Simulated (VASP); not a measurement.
# CO2 (Pa-3) in VASP: further runs, part 2 of 2

VASP 6.6.1.

### 4 Single point, PBEsol

This run uses another cell than the first one, of 13.16 Å³/atom, 1.008 times its volume.

The input, INCAR:

```
ALGO = Normal
EDIFF = 1E-6
ENCUT = 520
GGA = PS
ISIF = 2
ISMEAR = 0
LASPH = T
LCHARG = F
LREAL = F
LWAVE = F
NBANDS = 44
NELM = 60
PREC = Accurate
SIGMA = 0.1
```

The input, KPOINTS:

```
k-points
0
Gamma
  4 4 4
```

The input, POSCAR:

```
CO2
1.0
    5.4058748019      0.0000000000      0.0000000000
    0.0000000000      5.4058748019      0.0000000000
    0.0000000000      0.0000000000      5.4058748019
C O
4 8
Direct
    0.0000000000      0.0000000000      0.0000000000
    0.5000000000      0.0000000000      0.5000000000
    0.5000000000      0.5000000000      0.0000000000
    0.0000000000      0.5000000000      0.5000000000
    0.1244143774      0.1244143774      0.1244143774
    0.3755856226      0.8755856226      0.6244143774
    0.6244143774      0.3755856226      0.8755856226
    0.8755856226      0.6244143774      0.3755856226
    0.8755856226      0.8755856226      0.8755856226
    0.6244143774      0.1244143774      0.3755856226
    0.3755856226      0.6244143774      0.1244143774
    0.1244143774      0.3755856226      0.6244143774
```

Started as:

```
> cat potpaw_PBE.64/C/POTCAR potpaw_PBE.64/O/POTCAR > POTCAR
> mpirun -np 1 vasp_std > vasp.out
```

Wall time 42 s (1 thread of Intel Xeon Platinum 8488C (Sapphire Rapids), shared host); peak memory 0.25 GiB.

Results (log left out):

| Item | Value |
| --- | --- |
| Free energy | -95.1913 eV |
| Pressure | 3.7 GPa |
| Largest force | 0.791 eV/Å |
| Band gap on the k mesh | 6.83 eV, direct |

Forces on the atoms (eV/Å):
```
C    0.000  0.000  0.000
C    0.000  0.000  0.000
C    0.000  0.000  0.000
C    0.000  0.000  0.000
O    0.457  0.457  0.457
O   -0.457 -0.457  0.457
O    0.457 -0.457 -0.457
O   -0.457  0.457 -0.457
O   -0.457 -0.457 -0.457
O    0.457  0.457 -0.457
O   -0.457  0.457  0.457
O    0.457 -0.457  0.457
```

Levels at points of the mesh, in eV from the valence-band top:
```
           k point  band 29  band 30  band 31  band 32  band 33  band 34  band 35  band 36
(0.00, 0.00, 0.00)    -0.26    -0.26     0.00     0.00     6.83     7.90     7.90     7.90
(0.50, 0.00, 0.00)    -0.39    -0.39    -0.09    -0.09     7.82     7.82     8.11     8.11
(0.50, 0.50, 0.00)    -0.35    -0.35    -0.35    -0.35     7.82     7.82     7.82     7.82
(0.50, 0.50, 0.50)    -0.41    -0.41    -0.41    -0.41     7.81     7.81     7.81     7.81
```

Caveat: the PAW data sets were made with another functional, which shifts forces and pressure a little. A k mesh can miss the band edges.

### 5 Single point, PBEsol

This run uses another cell than the first one, of 13.16 Å³/atom, 1.008 times its volume.

The input, INCAR:

```
SYSTEM = CO2
PREC = Accurate
ENCUT = 520
EDIFF = 1E-7
ISMEAR = 0
SIGMA = 0.1
LREAL = .FALSE.
LASPH = .TRUE.
NELM = 60
ALGO = Normal
ISIF = 2
LWAVE = .FALSE.
LCHARG = .FALSE.
GGA = PS
NBANDS = 44
```

The input, KPOINTS:

```
regular mesh
0
G
  4 4 4
  0 0 0
```

POSCAR is that of step 4.

Potentials or basis: VASP PAW PBE potentials, release 64 (C, O).

Started as:

```
> cat potpaw_PBE.64/C/POTCAR potpaw_PBE.64/O/POTCAR > POTCAR
> mpirun -np 1 vasp_std > vasp.out
```

OUTCAR:

```text
SYSTEM = CO2
   PREC = Accurate
   ENCUT = 520
   EDIFF = 1E-7
   ISMEAR = 0
   LREAL = .FALSE.
   LASPH = .TRUE.
   NELM = 60
   ISIF = 2
   GGA = PS

 ion  position               nearest neighbor table
   1  0.000  0.000  0.000-   5 1.16   9 1.16
   2  0.500  0.000  0.500-   6 1.16  10 1.16
   3  0.500  0.500  0.000-   7 1.16  11 1.16
   4  0.000  0.500  0.500-   8 1.16  12 1.16
   5  0.124  0.124  0.124-   1 1.16
   6  0.376  0.876  0.624-   2 1.16
   7  0.624  0.376  0.876-   3 1.16
   8  0.876  0.624  0.376-   4 1.16
   9  0.876  0.876  0.876-   1 1.16
  10  0.624  0.124  0.376-   2 1.16
  11  0.376  0.624  0.124-   3 1.16
  12  0.124  0.376  0.624-   4 1.16

  LATTYP: Found a simple cubic cell.
 ALAT       =     5.4058748019

  Lattice vectors:

 A1 = (   5.4058748019,   0.0000000000,   0.0000000000)
[... 193 lines left out ...]
  band No.  band energies     occupation
      1     -23.7192      2.00000
      2     -23.4033      2.00000
      3     -23.4033      2.00000
      4     -23.4033      2.00000
      5     -22.5174      2.00000
      6     -22.5174      2.00000
[... 506 lines left out ...]
     43       6.8575      0.00000
     44       6.8575      0.00000

------------------------ aborting loop because EDIFF is reached ----------------------------------------

  FORCE on cell =-STRESS in cart. coord.  units (eV):
  Direction    XX          YY          ZZ          XY          YZ          ZX
  --------------------------------------------------------------------------------------
  -------------------------------------------------------------------------------------
  Total        3.6960330      3.6960330      3.6960330      0.0000000     -0.0000000     -0.0000000
  in kB       37.4842193     37.4842193     37.4842193      0.0000000     -0.0000000     -0.0000000
  external PRESSURE =      37.4842193 kB  Pullay stress =       0.0000000 kB

 VOLUME and BASIS-vectors are now :
 -----------------------------------------------------------------------------
  energy-cutoff  :      520.00
  volume of cell :      157.98
      direct lattice vectors                 reciprocal lattice vectors
     5.405874802  0.000000000  0.000000000     0.184983936  0.000000000  0.000000000
     0.000000000  5.405874802  0.000000000     0.000000000  0.184983936  0.000000000
     0.000000000  0.000000000  5.405874802     0.000000000  0.000000000  0.184983936

 POSITION                                       TOTAL-FORCE (eV/Angst)
 -----------------------------------------------------------------------------------
      0.00000      0.00000      0.00000        -0.000000      0.000000      0.000000
      2.70294      0.00000      2.70294        -0.000000      0.000000      0.000000
      2.70294      2.70294      0.00000        -0.000000      0.000000      0.000000
      0.00000      2.70294      2.70294        -0.000000      0.000000      0.000000
      0.67257      0.67257      0.67257         0.456654      0.456654      0.456654
      2.03037      4.73331      3.37551        -0.456654     -0.456654      0.456654
      3.37551      2.03037      4.73331         0.456654     -0.456654     -0.456654
      4.73331      3.37551      2.03037        -0.456654      0.456654     -0.456654
      4.73331      4.73331      4.73331        -0.456654     -0.456654     -0.456654
      3.37551      0.67257      2.03037         0.456654      0.456654     -0.456654
      2.03037      3.37551      0.67257        -0.456654      0.456654      0.456654
      0.67257      2.03037      3.37551         0.456654     -0.456654      0.456654
 -----------------------------------------------------------------------------------
    total drift:                               -0.000000     -0.000000      0.000000

  FREE ENERGIE OF THE ION-ELECTRON SYSTEM (eV)
  ---------------------------------------------------
  free  energy   TOTEN  =       -95.1912611906 eV

  energy  without entropy=      -95.1912611906  energy(sigma->0) =      -95.19126119
```

It took 45 s on 1 thread of Intel Xeon Platinum 8488C (Sapphire Rapids), shared host; peak memory 0.25 GiB.

Results:

| Quantity | Value |
| --- | --- |
| Free energy | -95.1913 eV |
| Pressure | 3.7 GPa |
| Largest force | 0.791 eV/Å |
| Band gap on the k mesh | 6.83 eV, direct |

Forces in eV/Å, atoms in the order of the input:
```
C    0.000  0.000  0.000
C    0.000  0.000  0.000
C    0.000  0.000  0.000
C    0.000  0.000  0.000
O    0.457  0.457  0.457
O   -0.457 -0.457  0.457
O    0.457 -0.457 -0.457
O   -0.457  0.457 -0.457
O   -0.457 -0.457 -0.457
O    0.457  0.457 -0.457
O   -0.457  0.457  0.457
O    0.457 -0.457  0.457
```

Caveat: the PAW data sets were made with another functional, which shifts forces and pressure a little.

### 6 Single point, PBEsol

The input, INCAR:

```
SYSTEM = CO2
PREC = Accurate ; ENCUT = 910
EDIFF = 1E-6 ; ISMEAR = 0
SIGMA = 0.02 ; LREAL = .FALSE.
LASPH = .TRUE. ; NELM = 120
ALGO = Normal ; ISIF = 2
LWAVE = .FALSE. ; LCHARG = .FALSE.
GGA = PS ; NBANDS = 44
GGA_COMPAT = .FALSE.
```

The input, KPOINTS:

```
Automatic mesh
0
G
  4 4 4
  0 0 0
```

The input, POSCAR:

```
CO2
1.0
    5.3917697732      0.0000000000      0.0000000000
    0.0000000000      5.3917697732      0.0000000000
    0.0000000000      0.0000000000      5.3917697732
C O
4 8
Direct
    0.0000000000      0.0000000000      0.0000000000
    0.5000000000      0.0000000000      0.5000000000
    0.5000000000      0.5000000000      0.0000000000
    0.0000000000      0.5000000000      0.5000000000
    0.1248130550      0.1248130550      0.1248130550
    0.3751869450      0.8751869450      0.6248130550
    0.6248130550      0.3751869450      0.8751869450
    0.8751869450      0.6248130550      0.3751869450
    0.8751869450      0.8751869450      0.8751869450
    0.6248130550      0.1248130550      0.3751869450
    0.3751869450      0.6248130550      0.1248130550
    0.1248130550      0.3751869450      0.6248130550
```

Potentials or basis: VASP PAW PBE potentials, release 64 (C_h, O_h).

Started as:

```
> cat potpaw_PBE.64/C_h/POTCAR potpaw_PBE.64/O_h/POTCAR > POTCAR
> mpirun -np 1 vasp_std > vasp.out
```

It took 1.9 min on 1 thread of Intel Xeon Platinum 8488C (Sapphire Rapids), shared host; peak memory 0.46 GiB.

The run converged. Its results:

```
Free energy            : -96.2340 eV
Pressure               : 1.5 GPa
Largest force          : 0.090 eV/Å
Band gap on the k mesh : 6.85 eV, direct
```

Forces on the atoms (eV/Å):
```
C    0.000  0.000  0.000
C    0.000  0.000  0.000
C    0.000  0.000  0.000
C    0.000  0.000  0.000
O    0.052  0.052  0.052
O   -0.052 -0.052  0.052
O    0.052 -0.052 -0.052
O   -0.052  0.052 -0.052
O   -0.052 -0.052 -0.052
O    0.052  0.052 -0.052
O   -0.052  0.052  0.052
O    0.052 -0.052  0.052
```

Levels at points of the mesh, in eV from the valence-band top:
```tsv
k point	band 28	band 29	band 30	band 31	band 32	band 33	band 34	band 35	band 36	band 37
(0.00, 0.00, 0.00)	-0.26	-0.26	-0.26	0.00	0.00	6.85	7.89	7.89	7.89	8.25
(0.50, 0.00, 0.00)	-0.49	-0.40	-0.40	-0.09	-0.09	7.82	7.82	8.12	8.12	8.45
(0.50, 0.50, 0.00)	-0.43	-0.35	-0.35	-0.35	-0.35	7.82	7.82	7.82	7.82	8.67
(0.50, 0.50, 0.50)	-0.45	-0.42	-0.42	-0.42	-0.42	7.80	7.80	7.80	7.80	8.95
```

Caveat: the cutoff is under 1.25 times the usual one of these potentials, so pressure, stress and relaxed cells hold a basis-set (Pulay) error; the PAW data sets were made with another functional, which shifts forces and pressure a little. A k mesh can miss the band edges.

### 7 Overview

```csv
potentials or basis,cell,cutoff (eV),smearing,second run,gap on the mesh (eV),pressure (GPa),largest force (eV/Å)
"VASP PAW PBE potentials, release 64 (C, O)","a = 5.392 Å, 12 atoms",520,gaussian 0.01 eV,-,6.83,3.6,0.71
"VASP PAW PBE potentials, release 64 (C, O)","a = 5.392 Å, 12 atoms",520,gaussian 0.02 eV,-,6.83,3.6,0.71
"VASP PAW PBE potentials, release 64 (C, O)","a = 5.406 Å, 12 atoms",520,gaussian 0.1 eV,-,6.83,3.7,0.79
"VASP PAW PBE potentials, release 64 (C_h, O_h)","a = 5.392 Å, 12 atoms",910,gaussian 0.02 eV,hard_potentials,6.85,1.5,0.09
```

Alike in all rows: task single point; level PBEsol; no spin polarisation; k mesh 4 × 4 × 4.

Caveats: the PAW data sets were made with another functional, which shifts forces and pressure a little; the cutoff is under 1.25 times the usual one of these potentials, so pressure, stress and relaxed cells hold a basis-set (Pulay) error (some runs).

Total energies depend on the potentials used, so only differences within one code and one set of settings carry meaning.
